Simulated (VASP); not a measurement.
# PtS2 (P-1) in VASP: single point with r2SCAN

Aim: the single point of PtS2 with r2SCAN.

Program: VASP 6.6.1. These are calculated values, not measurements. Logs are shortened: lines on timing, memory, paths and dates and some standing lists are left out, and cuts for length are marked.

## 1. The cell of the first run

The typed cell holds 3 atoms: a = 5.871 Å, b = 5.903 Å, c = 5.887 Å, α = 35.65°, β = 34.11°, γ = 34.89°.

## 2. Single point, r2SCAN (shear xy strain -5.2%)

Contents of POSCAR:

```
PtS2
1.0
    1.7377019866      0.9723849589      5.5230462181
   -1.7911838198      1.0650182113      5.5230462181
    0.0534818332     -2.0374031703      5.5230462181
Pt S
1 2
Direct
    0.0000000000      0.0000000000      0.0000000000
    0.2482469257      0.2678508691      0.2585819514
    0.7517530743      0.7321491309      0.7414180486
```

Contents of INCAR.step1:

```
SYSTEM = PtS2
ALGO = Normal ; EDIFF = 1E-4
ENCUT = 520 ; GGA = PE
ISMEAR = 0 ; LASPH = .True.
LCHARG = .False. ; LREAL = .False.
LWAVE = .True. ; NBANDS = 18
NELM = 100 ; PREC = Accurate
SIGMA = 0.01
```

Contents of INCAR.step2:

```
SYSTEM = PtS2
ALGO = Normal ; EDIFF = 1E-6
ENCUT = 520 ; ISIF = 2
ISMEAR = 0 ; ISTART = 1
LASPH = .True. ; LCHARG = .False.
LMIXTAU = .True. ; LREAL = .False.
LWAVE = .False. ; METAGGA = R2SCAN
NBANDS = 18 ; NELM = 100
PREC = Accurate ; SIGMA = 0.01
```

Contents of KPOINTS:

```
k-points
0
Gamma
  8 8 8
  0 0 0
```

Potentials or basis: VASP PAW PBE potentials, release 64 (Pt, S).

On the command line:

```sh
$ cat potpaw_PBE.64/Pt/POTCAR potpaw_PBE.64/S/POTCAR > POTCAR
$ cp INCAR.step1 INCAR
$ mpirun -np 1 vasp_std > vasp.out
$ cp INCAR.step2 INCAR
$ mpirun -np 1 vasp_std > vasp.out
```

OUTCAR:

```text
SYSTEM = PtS2
   EDIFF = 1E-6
   ENCUT = 520
   ISIF = 2
   ISMEAR = 0
   ISTART = 1
   LASPH = .True.
   LREAL = .False.
   METAGGA = R2SCAN
   NELM = 100
   PREC = Accurate

 ion  position               nearest neighbor table
   1  0.000  0.000  0.000-   3 2.37   2 2.37   2 2.39   3 2.39   2 2.40   3 2.40
   2  0.248  0.268  0.259-   1 2.37   1 2.39   1 2.40
   3  0.752  0.732  0.741-   1 2.37   1 2.39   1 2.40

  LATTYP: Found a triclinic cell.
 ALAT       =     3.5301014085
 B/A-ratio  =     1.0224651711
 C/A-ratio  =     1.6631380359
 COS(alpha) =     0.0089062054
 COS(beta)  =     0.2915302163
 COS(gamma) =     0.5334509590

  Lattice vectors:

 A1 = (  -3.5288858064,   0.0926332524,   0.0000000000)
 A2 = (  -1.8446656530,   3.1024213816,   0.0000000000)
 A3 = (  -1.7377019866,  -0.9723849589,  -5.5230462181)

Analysis of symmetry for initial positions (statically):
=====================================================================
 Subroutine PRICEL returns:
 Original cell was already a primitive cell.

 Routine SETGRP: Setting up the symmetry group for a
 triclinic supercell.

 Subroutine GETGRP returns: Found  2 space group operations
 (whereof  2 operations were pure point group operations)
 out of a pool of  2 trial point group operations.

The static configuration has the point symmetry S_2 .

Analysis of symmetry for dynamics (positions and initial velocities):
=====================================================================
 Subroutine PRICEL returns:
 Original cell was already a primitive cell.

 Routine SETGRP: Setting up the symmetry group for a
 triclinic supercell.

 Subroutine GETGRP returns: Found  2 space group operations
 (whereof  2 operations were pure point group operations)
 out of a pool of  2 trial point group operations.

The dynamic configuration has the point symmetry S_2 .

 Subroutine INISYM returns: Found  2 space group operations
 (whereof  2 operations are pure point group operations),
 and found     1 'primitive' translations

----------------------------------------------------------------------------------------

                                     Primitive cell

  volume of cell :      59.5230

[... 79 lines left out ...]
   NGXF,Y,Z  is equivalent  to a cutoff of  27.18, 27.04, 27.11 a.u.
 SYSTEM =  PtS2
   PREC   = accura    normal or accurate (medium, high low for compatibility)
   ISTART =      1    job   : 0-new  1-cont  2-samecut
   ICHARG =      0    charge: 1-file 2-atom 10-const
   ISPIN  =      1    spin polarized calculation?
   LNONCOLLINEAR =      F non collinear calculations
   LSORBIT =      F    spin-orbit coupling
   LASPH  =      T    aspherical Exc in radial PAW
   ENCUT  =  520.0 eV  38.22 Ry    6.18 a.u.  10.92 10.98 10.95*2*pi/ulx,y,z
   NELM   =    100;   NELMIN=  2; NELMDL=  0     # of ELM steps
   EDIFF  = 0.1E-05   stopping-criterion for ELM
   LREAL  =      F    real-space projection
   EDIFFG = 0.1E-04   stopping-criterion for IOM
   NSW    =      0    number of steps for IOM
   IBRION =     -1    ionic relax: 0-MD 1-quasi-New 2-CG
   NFREE  =      0    steps in history (QN), initial steepest desc. (CG)
   ISIF   =      2    stress and relaxation
   ISYM   =      2    0-nonsym 1-usesym 2-fastsym
   POTIM  = 0.5000    time-step for ionic-motion
   TEBEG  =    0.0;   TEEND  =   0.0 temperature during run
   PSTRESS=    0.0 pullay stress
   NELECT =      22.0000    total number of electrons
   NUPDOWN=      -1.0000    fix difference up-down
   EMIN   =  10.00;   EMAX   =-10.00  energy-range for DOS
   EFERMI =   0.00;   METHOD = LEGACY
   ISMEAR =     0;   SIGMA  =   0.01  broadening in eV -4-tet -1-fermi 0-gaus
   EFERMI_NEDOS =   21; number of points for ismear=-14 and -15
   IALGO  =     38    algorithm
   IMIX   =      4    mixing-type and parameters
     AMIX     =   0.40;   BMIX     =  1.00
     AMIX_MAG =   1.60;   BMIX_MAG =  1.00
  volume/ion in A,a.u.               =      19.84       133.89
  Fermi-wavevector in a.u.,A,eV,Ry     =   1.174863  2.220170 18.780173  1.380304
  Thomas-Fermi vector in A             =   2.311253
   LORBIT       =      0    0 simple, 1 ext, 2 COOP (PROOUT), +10 PAW based schemes
   METAGGA = R2SCAN    functional components
   LHFCALC =     F    Hartree Fock is set to
   AEXX    =    0.0000 exact exchange contribution
   IVDW    =     0    specifies the selected vdW correction
   LEPSILON=     F    determine dielectric tensor
   LRPA    =     F    only Hartree local field effects (RPA)
 non-spin polarized calculation
 Gauss-broadening in eV      SIGMA  =   0.01
  energy-cutoff  :      520.00
  volume of cell :       59.52
 maximum number of plane-waves:      1621
 NGX is ok and might be reduce to    48
   NGX = 21   NGY = 21   NGZ = 21

 number of electron      21.9999999 magnetization

 Free energy of the ion-electron system (eV)
  ---------------------------------------------------
  ext. energy  EPLUGINS =         0.00000000
  ---------------------------------------------------
  free energy    TOTEN  =       -68.82568047 eV

  energy without entropy =      -68.82568047  energy(sigma->0) =      -68.82568047

 E-fermi :   5.3749     XC(G=0): -10.7693

 val. band max:        5.2632725641   @ k =   0.2500   0.1250   0.1250
 cond. band min:       6.2248867335   @ k =  -0.2500   0.0000   0.2500
 fundamental gap:      0.9616141694
 Fermi energy:         5.3749087937

 k-point     1 :       0.0000    0.0000    0.0000
  band No.  band energies     occupation
      1     -10.1538      2.00000
      2      -7.5626      2.00000
      3      -1.3703      2.00000
      4      -1.2173      2.00000
      5      -1.0289      2.00000
      6       1.4670      2.00000
[... 481 lines left out ...]
      5      -0.2125      2.00000
      6       0.4774      2.00000
[... 10 lines left out ...]
     17      14.8260      0.00000
     18      16.4972      0.00000

 [... further k-points ...]
[... 5 lines left out ...]
  --------------------------------------------------------------------------------------
  -------------------------------------------------------------------------------------
  Total        0.3934660      0.4083876      0.3730242      1.1950632     -0.0024637     -0.0346908
  in kB       10.5908951     10.9925388     10.0406650     32.1674236     -0.0663166     -0.9337706
  external PRESSURE =      10.5413663 kB  Pullay stress =       0.0000000 kB

 VOLUME and BASIS-vectors are now :
 -----------------------------------------------------------------------------
  energy-cutoff  :      520.00
  volume of cell :       59.52
      direct lattice vectors                 reciprocal lattice vectors
     1.737701987  0.972384959  5.523046218     0.287868604  0.171163508  0.060353167
    -1.791183820  1.065018211  5.523046218    -0.279273317  0.156276033  0.060353167
     0.053481833 -2.037403170  5.523046218    -0.008595288 -0.327439541  0.060353167

 POSITION                                       TOTAL-FORCE (eV/Angst)
 -----------------------------------------------------------------------------------
      0.00000      0.00000      0.00000         0.000000      0.000000      0.000000
     -0.03456     -0.00018      4.27859         0.000532     -0.000449      0.048790
      0.03456      0.00018     12.29055        -0.000532      0.000449     -0.048790
 -----------------------------------------------------------------------------------
    total drift:                                0.000000      0.000000      0.000000

  FREE ENERGIE OF THE ION-ELECTRON SYSTEM (eV)
  ---------------------------------------------------
  free  energy   TOTEN  =       -68.8256804725 eV

  energy  without entropy=      -68.8256804725  energy(sigma->0) =      -68.82568047
```

Run time: 20 min. Hardware: 1 thread of Intel Xeon 6975P-C (Granite Rapids), shared host; peak memory 0.54 GiB.

What came out:

| Item | Value |
| --- | --- |
| Free energy | -68.8257 eV |
| Pressure | 1.1 GPa |
| Largest force | 0.049 eV/Å |
| Band gap on the k mesh | 0.96 eV, indirect (least direct gap 1.29 eV) |

Forces in eV/Å, atoms in the order of the input:
```
Pt   0.000  0.000  0.000
S    0.001  0.000  0.049
S   -0.001  0.000 -0.049
```

Levels at points of the mesh, in eV from the valence-band top:
| k point | band 7 | band 8 | band 9 | band 10 | band 11 | band 12 | band 13 | band 14 | band 15 | band 16 |
| --- | --- | --- | --- | --- | --- | --- | --- | --- | --- | --- |
| (0.00, 0.00, 0.00) | -3.54 | -1.77 | -0.99 | -0.64 | -0.19 | 2.73 | 2.77 | 5.77 | 6.11 | 8.26 |
| (0.50, 0.00, 0.00) | -2.95 | -2.80 | -2.78 | -2.23 | -2.19 | 2.21 | 2.40 | 5.92 | 6.54 | 8.90 |
| (0.00, 0.50, 0.00) | -2.99 | -2.81 | -2.60 | -2.46 | -2.28 | 2.02 | 2.44 | 6.46 | 7.06 | 9.00 |
| (0.50, 0.50, 0.00) | -3.07 | -2.81 | -2.74 | -2.37 | -1.84 | 2.66 | 3.07 | 4.59 | 6.41 | 9.26 |
| (0.00, 0.00, 0.50) | -3.05 | -2.74 | -2.54 | -2.42 | -2.29 | 2.06 | 2.48 | 6.22 | 6.79 | 8.97 |
| (0.50, 0.00, 0.50) | -3.01 | -2.86 | -2.56 | -2.48 | -1.97 | 2.73 | 2.92 | 4.76 | 6.66 | 9.36 |
| (0.00, 0.50, 0.50) | -3.01 | -2.98 | -2.85 | -2.28 | -1.69 | 2.76 | 3.03 | 4.41 | 6.15 | 8.91 |
| (0.50, 0.50, 0.50) | -3.53 | -2.23 | -1.15 | -1.13 | -0.74 | 2.88 | 2.92 | 6.18 | 7.68 | 8.70 |

Caveat: the cell differs from its parent crystal (shear xy strain -5.2%); the PAW data sets were made with another functional, which shifts forces and pressure a little; spin-orbit coupling is left out, which moves the levels of the heavy elements. A k mesh can miss the band edges.
